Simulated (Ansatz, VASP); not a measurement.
# One calculation of Zr, two programs

```xyz
2
Lattice="3.1863 0.0000 0.0000 -1.5932 2.7594 0.0000 0.0000 0.0000 5.1136" Properties=species:S:1:pos:R:3 pbc="T T T"
Zr    0.0000    1.8396    1.2784
Zr    1.5932    0.9198    3.8352
```

Alike in both runs: functional PBEsol; k mesh 15 × 15 × 9; occupations methfessel-paxton of order 1, width 0.1 eV; no spin polarisation.

Ansatz relaxed the structure, and its values are those at the end. VASP's run is a single point on that final structure, the one shown.

```csv
,VASP,Ansatz
version,VASP 6.6.1,Ansatz 0.2.0
potentials or method,"VASP PAW PBE potentials, release 64 (Zr_sv), cutoff 520 eV","plane waves, PAW"
valence electrons in the cell,24,24
```

```csv
,VASP,Ansatz,Ansatz less VASP
pressure (GPa),0.1,0.0,-0.06
```

VASP's potentials were made for PBE, not for PBEsol. Ansatz's warnings: structure snapped to symmetry.
